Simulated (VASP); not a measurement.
# Co (P6_3/mmc) in VASP: single point with LDA

Aim: the single point of Co with LDA.

All numbers are computed with VASP 6.6.1; they aren't measurements. Logs are shortened: lines on timing, memory, paths and dates and some standing lists are left out, and cuts for length are marked.

## Step 1: The cell of the first run

Symmetry: P6_3/mmc, No. 194, hexagonal system. Conventional cell: a = 2.429 Å, b = 2.429 Å, c = 3.918 Å, α = 90.00°, β = 90.00°, γ = 120.00°. Co (site symmetry -6m2) has 12 Co at 2.41 to 2.43 Å within 3.2 Å.

## Step 2: Single point, LDA, collinear spin, antiferromagnetic start

File INCAR:

```
SYSTEM = Co
PREC = Accurate
ENCUT = 520
EDIFF = 1E-6
ISMEAR = 0
SIGMA = 0.05
LREAL = .False.
LASPH = .True.
NELM = 150
ALGO = Fast
ISIF = 2
LWAVE = .False.
LCHARG = .False.
ISPIN = 2
MAGMOM = 1.5 -1.5 -1.5 1.5
LORBIT = 11
LMAXMIX = 4
GGA = CA
NBANDS = 30
```

File KPOINTS:

```
regular mesh
0
Gamma
  14 10 8
  0 0 0
```

File POSCAR:

```
Co
1.0
   -2.4294651523      0.0000000000      0.0000000000
    0.0000000000      0.0000000000     -3.9179744593
   -0.0000000001     -4.2079570790      0.0000000000
Co
4
Direct
    0.0000000000     -0.2500000000     -0.3333333333
   -0.5000000000     -0.7500000000     -0.1666666667
    0.5000000000     -0.2500000000      0.1666666667
    0.0000000000     -0.7500000000      0.3333333333
```

Potentials or basis: VASP PAW LDA potentials, release 64 (Co).

Launch:

```sh
cat potpaw_LDA.64/Co/POTCAR > POTCAR
mpirun -np 1 vasp_std > vasp.out
```

OUTCAR:

```text
SYSTEM = Co
   PREC = Accurate
   ENCUT = 520
   EDIFF = 1E-6
   ISMEAR = 0
   LREAL = .False.
   LASPH = .True.
   NELM = 150
   ISIF = 2
   ISPIN = 2
   LORBIT = 11
   GGA = CA

 ion  position               nearest neighbor table
   1  0.000  0.750  0.667-   2 2.41   2 2.41   2 2.41   2 2.41   4 2.41   4 2.41   3 2.43   3 2.43
                             3 2.43   3 2.43
   2  0.500  0.250  0.833-   1 2.41   1 2.41   1 2.41   1 2.41   3 2.41   3 2.41   4 2.43   4 2.43
                             4 2.43   4 2.43
   3  0.500  0.750  0.167-   4 2.41   4 2.41   4 2.41   4 2.41   2 2.41   2 2.41   1 2.43   1 2.43
                             1 2.43   1 2.43
   4  0.000  0.250  0.333-   3 2.41   3 2.41   3 2.41   3 2.41   1 2.41   1 2.41   2 2.43   2 2.43
                             2 2.43   2 2.43

  LATTYP: Found a simple orthorhombic cell.
 ALAT       =     2.4294651523
 B/A-ratio  =     1.6126901247
 C/A-ratio  =     1.7320508076

  Lattice vectors:

 A1 = (  -2.4294651523,   0.0000000000,   0.0000000000)
 A2 = (   0.0000000000,   0.0000000000,  -3.9179744593)
 A3 = (  -0.0000000001,  -4.2079570790,   0.0000000000)

Analysis of symmetry for initial positions (statically):
=====================================================================
 Subroutine PRICEL returns following result:

  LATTYP: Found a hexagonal cell.
 ALAT       =     2.4294651523
 C/A-ratio  =     1.6126901246

  Lattice vectors:

 A1 = (  -1.2147325762,  -2.1039785395,   0.0000000000)
 A2 = (  -1.2147325761,   2.1039785395,   0.0000000000)
 A3 = (   0.0000000000,   0.0000000000,  -3.9179744593)

   2 primitive cells build up your supercell.

 Routine SETGRP: Setting up the symmetry group for a
 simple orthorhombic supercell.

 Subroutine GETGRP returns: Found  8 space group operations
 (whereof  4 operations were pure point group operations)
 out of a pool of  8 trial point group operations.

The static configuration has the point symmetry C_2h.
 The point group associated with its full space group is D_2h.

Analysis of symmetry for dynamics (positions and initial velocities):
=====================================================================
 Subroutine PRICEL returns following result:

  LATTYP: Found a hexagonal cell.
 ALAT       =     2.4294651523
 C/A-ratio  =     1.6126901246

  Lattice vectors:

 A1 = (  -1.2147325762,  -2.1039785395,   0.0000000000)
 A2 = (  -1.2147325761,   2.1039785395,   0.0000000000)
 A3 = (   0.0000000000,   0.0000000000,  -3.9179744593)

   2 primitive cells build up your supercell.

 Routine SETGRP: Setting up the symmetry group for a
 simple orthorhombic supercell.

 Subroutine GETGRP returns: Found  8 space group operations
 (whereof  4 operations were pure point group operations)
 out of a pool of  8 trial point group operations.

The dynamic configuration has the point symmetry C_2h.
 The point group associated with its full space group is D_2h.

Analysis of structural, dynamic, and magnetic symmetry:
=====================================================================
 Subroutine PRICEL returns following result:

  LATTYP: Found a hexagonal cell.
 ALAT       =     2.4294651523
 C/A-ratio  =     1.6126901246

  Lattice vectors:

 A1 = (  -1.2147325762,  -2.1039785395,   0.0000000000)
 A2 = (  -1.2147325761,   2.1039785395,   0.0000000000)
 A3 = (   0.0000000000,   0.0000000000,  -3.9179744593)

   2 primitive cells build up your supercell.

 Routine SETGRP: Setting up the symmetry group for a
 simple orthorhombic supercell.

 Subroutine GETGRP returns: Found  8 space group operations
 (whereof  4 operations were pure point group operations)
 out of a pool of  8 trial point group operations.

The overall configuration has the point symmetry C_2h.
 The point group associated with its full space group is D_2h.

 Subroutine INISYM returns: Found  8 space group operations
 (whereof  4 operations are pure point group operations),
 and found     2 'primitive' translations

----------------------------------------------------------------------------------------

                                     Primitive cell

  volume of cell :      20.0269

  direct lattice vectors                    reciprocal lattice vectors
    -1.214732576 -2.103978539  0.000000000    -0.411613231 -0.237645009  0.000000000
    -1.214732576  2.103978540  0.000000000    -0.411613231  0.237645010  0.000000000
     0.000000000  0.000000000 -3.917974459     0.000000000  0.000000000 -0.255233925

  length of vectors
     2.429465152  2.429465152  3.917974459     0.475290019  0.475290019  0.255233925

  position of ions in fractional coordinates (direct lattice)
     0.666666667  0.333333333  0.750000000
     0.333333333  0.666666667  0.250000000

  ion indices of the primitive-cell ions
   primitive index   ion index
                 1           1
                 2           4

----------------------------------------------------------------------------------------

 KPOINTS: regular mesh

Automatic generation of k-mesh.
 Grid dimensions read from file:
 generate k-points for:   14   10    8

 Generating k-lattice:

  Cartesian coordinates                     Fractional coordinates (reciprocal lattice)
    -0.029400945  0.000000000  0.000000000     0.071428571  0.000000000  0.000000000
     0.000000000  0.000000000 -0.025523393     0.000000000  0.100000000  0.000000000
     0.000000000 -0.029705626  0.000000000     0.000000000  0.000000000  0.125000000

  Length of vectors
     0.029400945  0.025523393  0.029705626

  Shift w.r.t. Gamma in fractional coordinates (k-lattice)
     0.000000000  0.000000000  0.000000000

 Subroutine IBZKPT returns following result:
 ===========================================

 Found    240 irreducible k-points:

 Following reciprocal coordinates:
            Coordinates               Weight
  0.000000  0.000000  0.000000      1.000000
  0.071429  0.000000  0.000000      2.000000
  0.142857  0.000000  0.000000      2.000000
  0.214286  0.000000  0.000000      2.000000
  0.285714  0.000000  0.000000      2.000000
  0.357143  0.000000  0.000000      2.000000
[... 16 lines left out ...]
  0.428571  0.200000  0.000000      4.000000
  0.500000  0.200000  0.000000      2.000000
 [... further k-points ...]
   k-points           NKPTS =    240   k-points in BZ     NKDIM =    240   number of bands    NBANDS=     30
   number of dos      NEDOS =    301   number of ions     NIONS =      4
   total plane-waves  NPLWV =  17280
   dimension x,y,z NGX =    18 NGY =   30 NGZ =   32
   dimension x,y,z NGXF=    36 NGYF=   60 NGZF=   64
   ions per type =               4
   NGX,Y,Z   is equivalent  to a cutoff of  12.32, 12.73, 12.64 a.u.
   NGXF,Y,Z  is equivalent  to a cutoff of  24.63, 25.46, 25.28 a.u.
 SYSTEM =  Co
   PREC   = accura    normal or accurate (medium, high low for compatibility)
   ISTART =      0    job   : 0-new  1-cont  2-samecut
   ICHARG =      2    charge: 1-file 2-atom 10-const
   ISPIN  =      2    spin polarized calculation?
   LNONCOLLINEAR =      F non collinear calculations
   LSORBIT =      F    spin-orbit coupling
   LASPH  =      T    aspherical Exc in radial PAW
   ENCUT  =  520.0 eV  38.22 Ry    6.18 a.u.   4.52  7.28  7.82*2*pi/ulx,y,z
   NELM   =    150;   NELMIN=  2; NELMDL= -5     # of ELM steps
   EDIFF  = 0.1E-05   stopping-criterion for ELM
   LREAL  =      F    real-space projection
   EDIFFG = 0.1E-04   stopping-criterion for IOM
   NSW    =      0    number of steps for IOM
   IBRION =     -1    ionic relax: 0-MD 1-quasi-New 2-CG
   NFREE  =      0    steps in history (QN), initial steepest desc. (CG)
   ISIF   =      2    stress and relaxation
   ISYM   =      2    0-nonsym 1-usesym 2-fastsym
   POTIM  = 0.5000    time-step for ionic-motion
   TEBEG  =    0.0;   TEEND  =   0.0 temperature during run
   PSTRESS=    0.0 pullay stress
   NELECT =      36.0000    total number of electrons
   NUPDOWN=      -1.0000    fix difference up-down
   EMIN   =  10.00;   EMAX   =-10.00  energy-range for DOS
   EFERMI =   0.00;   METHOD = LEGACY
   ISMEAR =     0;   SIGMA  =   0.05  broadening in eV -4-tet -1-fermi 0-gaus
   EFERMI_NEDOS =   21; number of points for ismear=-14 and -15
   IALGO  =     68    algorithm
   IMIX   =      4    mixing-type and parameters
     AMIX     =   0.40;   BMIX     =  1.00
     AMIX_MAG =   1.60;   BMIX_MAG =  1.00
  volume/ion in A,a.u.               =      10.01        67.57
  Fermi-wavevector in a.u.,A,eV,Ry     =   1.579893  2.985566 33.961004  2.496063
  Thomas-Fermi vector in A             =   2.680204
   LORBIT       =     11    0 simple, 1 ext, 2 COOP (PROOUT), +10 PAW based schemes
   GGA     = CA    functional components
   LHFCALC =     F    Hartree Fock is set to
   AEXX    =    0.0000 exact exchange contribution
   IVDW    =     0    specifies the selected vdW correction
   LEPSILON=     F    determine dielectric tensor
   LRPA    =     F    only Hartree local field effects (RPA)
 spin polarized calculation
 RMM-DIIS sequential band-by-band and
 Gauss-broadening in eV      SIGMA  =   0.05
  energy-cutoff  :      520.00
  volume of cell :       40.05
 maximum number of plane-waves:      1102
   NGX =  9   NGY = 15   NGZ = 15

 number of electron      36.0000011 magnetization      -0.0000000

 number of electron      36.0000011 magnetization       0.0000000

 Free energy of the ion-electron system (eV)
  ---------------------------------------------------
  ext. energy  EPLUGINS =         0.00000000
  ---------------------------------------------------
  free energy    TOTEN  =       -32.09068968 eV

  energy without entropy =      -32.07810316  energy(sigma->0) =      -32.08439642

 E-fermi :  11.1403     XC(G=0): -14.2309

 val. band max:       11.1399028170   @ k =   0.0714   0.1000   0.2500
 cond. band min:      11.1412988759   @ k =   0.5000   0.3000   0.2500
 fundamental gap:      0.0013960589
 Fermi energy:        11.1402502056

 spin component 1

 k-point     1 :       0.0000    0.0000    0.0000
  band No.  band energies     occupation
      1       1.8014      1.00000
      2       6.0219      1.00000
      3       6.4728      1.00000
      4       6.5074      1.00000
      5       6.8319      1.00000
      6       8.8168      1.00000
[... 22 lines left out ...]
     29      26.4489      0.00000
     30      26.7915      0.00000

 k-point     2 :       0.0714    0.0000    0.0000
  band No.  band energies     occupation
      1       1.9445      1.00000
      2       6.1149      1.00000
      3       6.5612      1.00000
      4       6.5922      1.00000
      5       6.8546      1.00000
      6       8.6888      1.00000
[... 718 lines left out ...]
 k-point    24 :       0.5000    0.2000    0.0000
  band No.  band energies     occupation
      1       6.7834      1.00000
      2       6.7834      1.00000
      3       7.0188      1.00000
      4       7.0190      1.00000
      5       7.5699      1.00000
      6       7.5701      1.00000
[... 22 lines left out ...]
     29      24.4963      0.00000
     30      24.4963      0.00000

 [... further k-points ...]

 spin component 2

 k-point     1 :       0.0000    0.0000    0.0000
  band No.  band energies     occupation
      1       1.8014      1.00000
      2       6.0219      1.00000
      3       6.4728      1.00000
      4       6.5074      1.00000
      5       6.8319      1.00000
      6       8.8168      1.00000
[... 22 lines left out ...]
     29      26.4489      0.00000
     30      26.7915      0.00000

 k-point     2 :       0.0714    0.0000    0.0000
  band No.  band energies     occupation
      1       1.9445      1.00000
      2       6.1149      1.00000
      3       6.5612      1.00000
      4       6.5922      1.00000
      5       6.8546      1.00000
      6       8.6888      1.00000
[... 718 lines left out ...]
 k-point    24 :       0.5000    0.2000    0.0000
  band No.  band energies     occupation
      1       6.7834      1.00000
      2       6.7834      1.00000
      3       7.0188      1.00000
      4       7.0190      1.00000
      5       7.5699      1.00000
      6       7.5701      1.00000
[... 22 lines left out ...]
     29      24.4963      0.00000
     30      24.4963      0.00000

 [... further k-points ...]
[... 5 lines left out ...]
  --------------------------------------------------------------------------------------
  -------------------------------------------------------------------------------------
  Total       -3.0305764     -3.0957733     -3.1640696     -0.0000000      0.0000000      0.0000000
  in kB     -121.2250149   -123.8329340   -126.5648291     -0.0000000      0.0000000      0.0000000
  external PRESSURE =    -123.8742594 kB  Pullay stress =       0.0000000 kB

 VOLUME and BASIS-vectors are now :
 -----------------------------------------------------------------------------
  energy-cutoff  :      520.00
  volume of cell :       40.05
      direct lattice vectors                 reciprocal lattice vectors
    -2.429465152  0.000000000  0.000000000    -0.411613231  0.000000000  0.000000000
     0.000000000  0.000000000 -3.917974459     0.000000000  0.000000000 -0.255233925
    -0.000000000 -4.207957079  0.000000000     0.000000000 -0.237645009  0.000000000

 POSITION                                       TOTAL-FORCE (eV/Angst)
 -----------------------------------------------------------------------------------
     -0.00000     -2.80530     -2.93848         0.000000      0.003961      0.000000
     -1.21473     -3.50663     -0.97949        -0.000000     -0.003961     -0.000000
     -1.21473     -0.70133     -2.93848         0.000000      0.003961      0.000000
     -0.00000     -1.40265     -0.97949        -0.000000     -0.003961     -0.000000
 -----------------------------------------------------------------------------------
    total drift:                               -0.000000     -0.000000     -0.000000

  FREE ENERGIE OF THE ION-ELECTRON SYSTEM (eV)
  ---------------------------------------------------
  free  energy   TOTEN  =       -32.0906896824 eV

  energy  without entropy=      -32.0781031636  energy(sigma->0) =      -32.08439642

 total charge

# of ion       s       p       d       tot
------------------------------------------
    1        0.518   0.586   7.341   8.445
    2        0.518   0.586   7.341   8.445
    3        0.518   0.586   7.341   8.445
    4        0.518   0.586   7.341   8.445
--------------------------------------------------
tot          2.072   2.344  29.363  33.779

 magnetization (x)

# of ion       s       p       d       tot
------------------------------------------
    1       -0.000   0.000   0.000   0.000
    2        0.000  -0.000  -0.000  -0.000
    3        0.000  -0.000  -0.000  -0.000
    4       -0.000   0.000   0.000   0.000
--------------------------------------------------
tot          0.000   0.000   0.000   0.000
```

Wall time 8.8 min (1 thread of Oxide Virtual Turin-like, shared host); peak memory 0.4 GiB.

Results:

| Quantity | Value |
| --- | --- |
| Free energy | -32.0907 eV |
| Pressure | -12.4 GPa |
| Largest force | 0.004 eV/Å |
| Band gap on the k mesh | zero (filled and empty bands overlap) |
| Net moment | 0.00 μB per cell |
| Valence electrons inside the program's atomic spheres | Co 8.45 |

Forces on the atoms (eV/Å):
```
Co   0.000  0.004  0.000
Co   0.000 -0.004  0.000
Co   0.000  0.004  0.000
Co   0.000 -0.004  0.000
```

Caveat: the cell stands under tension.
